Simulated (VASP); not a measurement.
# AgRh (P-6m2) in VASP: notebook

Runs on AgRh. Level: PBE. Tasks: single point.

Program: VASP 6.6.1. These are calculated values, not measurements. Logs are shortened: lines on timing, memory, paths and dates and some standing lists are left out, and cuts for length are marked.

### Step 1. The cell of the first run

It takes space group P-6m2 (No. 187, hexagonal). Conventional cell: a = 2.796 Å, b = 2.796 Å, c = 4.840 Å, α = 90.00°, β = 90.00°, γ = 120.00°. Ag (site symmetry -6m2) has 6 Ag at 2.80 Å and 6 Rh at 2.91 Å within 3.7 Å. Within 3.7 Å of Rh (site symmetry -6m2) lie 6 Rh at 2.80 Å and 6 Ag at 2.91 Å.

### Step 2. Single point, PBE

File INCAR:

```
PREC = Accurate
ENCUT = 520
EDIFF = 1E-6
ISMEAR = -1
SIGMA = 0.05
LREAL = False
LASPH = True
NELM = 60
ALGO = Fast
ISIF = 2
LWAVE = False
LCHARG = True
GGA = PE
LELF = True
LVHAR = True
NBANDS = 20
```

File KPOINTS:

```
regular mesh
0
Gamma
  11 11 6
```

File POSCAR:

```
AgRh
1.0
    2.7959833597      0.0000000000      0.0000000000
   -1.3979916799      2.4213926181      0.0000000000
    0.0000000000      0.0000000000      4.8404479744
Ag Rh
1 1
Direct
    0.0000000000      0.0000000000      0.5000000000
    0.6666666667      0.3333333333      0.0000000000
```

Potentials or basis: VASP PAW PBE potentials, release 64 (Ag, Rh_pv).

Started as:

```bash
cat potpaw_PBE.64/Ag/POTCAR potpaw_PBE.64/Rh_pv/POTCAR > POTCAR
mpirun -np 1 vasp_std > vasp.out
```

OUTCAR:

```text
PREC = Accurate
   ENCUT = 520
   EDIFF = 1E-6
   ISMEAR = -1
   LREAL = False
   LASPH = True
   NELM = 60
   ISIF = 2
   GGA = PE

 ion  position               nearest neighbor table
   1  0.000  0.000  0.500-   2 2.91   2 2.91   2 2.91   2 2.91   2 2.91   2 2.91
   2  0.667  0.333  0.000-   1 2.91   1 2.91   1 2.91   1 2.91   1 2.91   1 2.91

  LATTYP: Found a hexagonal cell.
 ALAT       =     2.7959833597
 C/A-ratio  =     1.7312148721

  Lattice vectors:

 A1 = (   2.7959833597,   0.0000000000,   0.0000000000)
 A2 = (  -1.3979916799,   2.4213926181,   0.0000000000)
 A3 = (   0.0000000000,   0.0000000000,   4.8404479744)

Analysis of symmetry for initial positions (statically):
=====================================================================
 Subroutine PRICEL returns:
 Original cell was already a primitive cell.

 Routine SETGRP: Setting up the symmetry group for a
 hexagonal supercell.

 Subroutine GETGRP returns: Found 12 space group operations
 (whereof 12 operations were pure point group operations)
 out of a pool of 24 trial point group operations.

The static configuration has the point symmetry D_3h.

Analysis of symmetry for dynamics (positions and initial velocities):
=====================================================================
 Subroutine PRICEL returns:
 Original cell was already a primitive cell.

 Routine SETGRP: Setting up the symmetry group for a
 hexagonal supercell.

 Subroutine GETGRP returns: Found 12 space group operations
 (whereof 12 operations were pure point group operations)
 out of a pool of 24 trial point group operations.

The dynamic configuration has the point symmetry D_3h.

 Subroutine INISYM returns: Found 12 space group operations
 (whereof 12 operations are pure point group operations),
 and found     1 'primitive' translations

----------------------------------------------------------------------------------------

                                     Primitive cell

  volume of cell :      32.7707

  direct lattice vectors                    reciprocal lattice vectors
     2.795983360  0.000000000  0.000000000     0.357655920  0.206492742  0.000000000
    -1.397991680  2.421392618  0.000000000     0.000000000  0.412985483  0.000000000
     0.000000000  0.000000000  4.840447974     0.000000000  0.000000000  0.206592449
[... 78 lines left out ...]
   ISPIN  =      1    spin polarized calculation?
   LNONCOLLINEAR =      F non collinear calculations
   LSORBIT =      F    spin-orbit coupling
   LASPH  =      T    aspherical Exc in radial PAW
   ENCUT  =  520.0 eV  38.22 Ry    6.18 a.u.   5.20  5.20  9.00*2*pi/ulx,y,z
   NELM   =     60;   NELMIN=  2; NELMDL= -5     # of ELM steps
   EDIFF  = 0.1E-05   stopping-criterion for ELM
   LREAL  =      F    real-space projection
   EDIFFG = 0.1E-04   stopping-criterion for IOM
   NSW    =      0    number of steps for IOM
   IBRION =     -1    ionic relax: 0-MD 1-quasi-New 2-CG
   NFREE  =      0    steps in history (QN), initial steepest desc. (CG)
   ISIF   =      2    stress and relaxation
   ISYM   =      2    0-nonsym 1-usesym 2-fastsym
   POTIM  = 0.5000    time-step for ionic-motion
   TEBEG  =    0.0;   TEEND  =   0.0 temperature during run
   PSTRESS=    0.0 pullay stress
   NELECT =      26.0000    total number of electrons
   NUPDOWN=      -1.0000    fix difference up-down
   EMIN   =  10.00;   EMAX   =-10.00  energy-range for DOS
   EFERMI =   0.00;   METHOD = LEGACY
   ISMEAR =    -1;   SIGMA  =   0.05  broadening in eV -4-tet -1-fermi 0-gaus
   EFERMI_NEDOS =   21; number of points for ismear=-14 and -15
   IALGO  =     68    algorithm
   IMIX   =      4    mixing-type and parameters
     AMIX     =   0.40;   BMIX     =  1.00
     AMIX_MAG =   1.60;   BMIX_MAG =  1.00
  volume/ion in A,a.u.               =      16.39       110.57
  Fermi-wavevector in a.u.,A,eV,Ry     =   1.515552  2.863978 31.251191  2.296898
  Thomas-Fermi vector in A             =   2.625060
   LORBIT       =      0    0 simple, 1 ext, 2 COOP (PROOUT), +10 PAW based schemes
   GGA     = PE    functional components
   LHFCALC =     F    Hartree Fock is set to
   AEXX    =    0.0000 exact exchange contribution
   IVDW    =     0    specifies the selected vdW correction
   LEPSILON=     F    determine dielectric tensor
   LRPA    =     F    only Hartree local field effects (RPA)
 non-spin polarized calculation
 RMM-DIIS sequential band-by-band and
  energy-cutoff  :      520.00
  volume of cell :       32.77
 maximum number of plane-waves:       898
 NGX is ok and might be reduce to    24
   NGX = 11   NGY = 11   NGZ = 19

 number of electron      25.9999999 magnetization

 Free energy of the ion-electron system (eV)
  ---------------------------------------------------
  ext. energy  EPLUGINS =         0.00000000
  ---------------------------------------------------
  free energy    TOTEN  =        -9.43755368 eV

  energy without entropy =       -9.41108219  energy(sigma->0) =       -9.42431794

 E-fermi :   8.5160     XC(G=0): -12.6702

 val. band max:        8.4948761802   @ k =   0.0909   0.0909   0.3333
 cond. band min:       8.5225165843   @ k =   0.2727   0.0000   0.0000
 fundamental gap:      0.0276404041
 Fermi energy:         8.5159785240

 k-point     1 :       0.0000    0.0000    0.0000
  band No.  band energies     occupation
      1     -37.1014      2.00000
      2     -37.1014      2.00000
      3     -37.0809      2.00000
      4       1.5222      2.00000
      5       2.9376      2.00000
      6       4.3463      2.00000
[... 541 lines left out ...]
     19      25.1100      0.00000
     20      26.2904      0.00000

 [... further k-points ...]

------------------------ aborting loop because EDIFF is reached ----------------------------------------

  FORCE on cell =-STRESS in cart. coord.  units (eV):
  Direction    XX          YY          ZZ          XY          YZ          ZX
  --------------------------------------------------------------------------------------
  -------------------------------------------------------------------------------------
  Total       -1.0296871     -1.0296871     -1.0881587      0.0000000      0.0000000     -0.0000000
  in kB      -50.3420026    -50.3420026    -53.2007154      0.0000000      0.0000000     -0.0000000
  external PRESSURE =     -51.2949069 kB  Pullay stress =       0.0000000 kB

 VOLUME and BASIS-vectors are now :
 -----------------------------------------------------------------------------
  energy-cutoff  :      520.00
  volume of cell :       32.77
      direct lattice vectors                 reciprocal lattice vectors
     2.795983360  0.000000000  0.000000000     0.357655920  0.206492742  0.000000000
    -1.397991680  2.421392618  0.000000000     0.000000000  0.412985483  0.000000000
     0.000000000  0.000000000  4.840447974     0.000000000  0.000000000  0.206592449

 POSITION                                       TOTAL-FORCE (eV/Angst)
 -----------------------------------------------------------------------------------
      0.00000      0.00000      2.42022        -0.000000      0.000000      0.000000
      1.39799      0.80713      0.00000         0.000000      0.000000      0.000000
 -----------------------------------------------------------------------------------
    total drift:                               -0.000000      0.000000      0.000000

  FREE ENERGIE OF THE ION-ELECTRON SYSTEM (eV)
  ---------------------------------------------------
  free  energy   TOTEN  =        -9.4375536788 eV

  energy  without entropy=       -9.4110821945  energy(sigma->0) =       -9.42431794
```

OSZICAR:

```text
N       E                     dE             d eps       ncg     rms          rms(c)
DAV:   1     0.218867116951E+03    0.21887E+03   -0.15838E+04  2560   0.140E+03
DAV:   2    -0.585928511776E+01   -0.22473E+03   -0.21835E+03  2672   0.376E+02
DAV:   3    -0.101458676152E+02   -0.42866E+01   -0.42628E+01  2896   0.587E+01
DAV:   4    -0.101699031552E+02   -0.24036E-01   -0.24033E-01  2832   0.435E+00
DAV:   5    -0.101702489502E+02   -0.34579E-03   -0.34579E-03  2868   0.548E-01    0.872E+00
RMM:   6    -0.950097607712E+01    0.66927E+00   -0.16244E+00  2593   0.989E+00    0.568E+00
RMM:   7    -0.946681604303E+01    0.34160E-01   -0.16671E-01  2660   0.335E+00    0.268E+00
RMM:   8    -0.944333853708E+01    0.23478E-01   -0.35897E-02  2739   0.144E+00    0.179E+00
RMM:   9    -0.943760603407E+01    0.57325E-02   -0.81025E-03  2864   0.764E-01    0.922E-02
RMM:  10    -0.943754492887E+01    0.61105E-04   -0.42790E-04  3035   0.181E-01    0.269E-02
RMM:  11    -0.943755237071E+01   -0.74418E-05   -0.83735E-05  3219   0.753E-02    0.143E-02
RMM:  12    -0.943755341214E+01   -0.10414E-05   -0.13660E-05  3150   0.264E-02    0.680E-03
RMM:  13    -0.943755367877E+01   -0.26663E-06   -0.24723E-06  2208   0.133E-02
   1 F= -.94375537E+01 E0= -.94243179E+01  d E =-.264715E-01
```

stdout:

```text
POSCAR found type information on POSCAR AgRh
 POSCAR found :  2 types and       2 ions
 scaLAPACK will be used
 LDA part: xc-table for (Slater+PW92), standard interpolation
 POSCAR, INCAR and KPOINTS ok, starting setup
 FFT: planning ... GRIDC
 FFT: planning ... GRID_SOFT
 FFT: planning ... GRID
 WAVECAR not read
 entering main loop
```

Run time: 25 s. Hardware: 1 thread of Intel Xeon Platinum 8488C (Sapphire Rapids), shared host; peak memory 0.18 GiB.

What came out:

```yaml
Free_energy: -9.4376 eV
Pressure: -5.1 GPa
Band_gap_on_the_k_mesh: zero (band 13 reaches 9.54 eV, above the bottom of band 14 at 8.27 eV)
```

Levels at points of the mesh, in eV from the Fermi level:
```
           k point  band 10  band 11  band 12  band 13  band 14  band 15  band 16  band 17
(0.00, 0.00, 0.00)    -3.04    -1.71    -1.71     0.13     0.13     0.25     5.22    16.63
(0.00, 0.00, 0.50)    -3.11    -2.36    -1.54    -1.54     0.10     0.10    11.43    12.36
```

### Step 3. Single point, PBE

This run uses another cell than the first one, of 16.71 Å³/atom, 1.020 times its volume.

File INCAR:

```
SYSTEM = AgRh
ALGO = Fast
EDIFF = 1E-6
ENCUT = 520
GGA = PE
ISIF = 2
ISMEAR = -1
LASPH = .True.
LCHARG = .False.
LREAL = .False.
LWAVE = .False.
NBANDS = 20
NELM = 80
PREC = Accurate
SIGMA = 0.05
```

File KPOINTS:

```
k-points
0
Gamma
  11 11 6
  0 0 0
```

File POSCAR:

```
AgRh
1.0
    2.8141396046      0.0000000000      0.0000000000
   -1.4070698023      2.4371163874      0.0000000000
    0.0000000000      0.0000000000      4.8718803355
Ag Rh
1 1
Direct
    0.0000000000      0.0000000000      0.5000000000
    0.6666666667      0.3333333333      0.0000000000
```

Potentials or basis: VASP PAW PBE potentials, release 64 (Ag, Rh_pv).

Started as:

```bash
cat potpaw_PBE.64/Ag/POTCAR potpaw_PBE.64/Rh_pv/POTCAR > POTCAR
mpirun -np 1 vasp_std > vasp.out
```

Run time: 23 s. Hardware: 1 thread of Intel Xeon Platinum 8488C (Sapphire Rapids), shared host; peak memory 0.18 GiB.

Results (log left out):

| Quantity | Value |
| --- | --- |
| Free energy | -9.4125 eV |
| Pressure | -7.5 GPa |
| Band gap on the k mesh | zero (band 13 reaches 9.22 eV, above the bottom of band 14 at 8.00 eV) |

Stress tensor (GPa, compression positive):
```
-7.55  0.00  0.00
 0.00 -7.55  0.00
 0.00  0.00 -7.39
```

Levels at points of the mesh, in eV from the Fermi level:
| k point | band 10 | band 11 | band 12 | band 13 | band 14 | band 15 | band 16 | band 17 |
| --- | --- | --- | --- | --- | --- | --- | --- | --- |
| (0.00, 0.00, 0.00) | -3.00 | -1.66 | -1.66 | 0.13 | 0.13 | 0.30 | 5.09 | 16.58 |
| (0.00, 0.00, 0.50) | -3.07 | -2.28 | -1.50 | -1.50 | 0.10 | 0.10 | 11.28 | 12.19 |
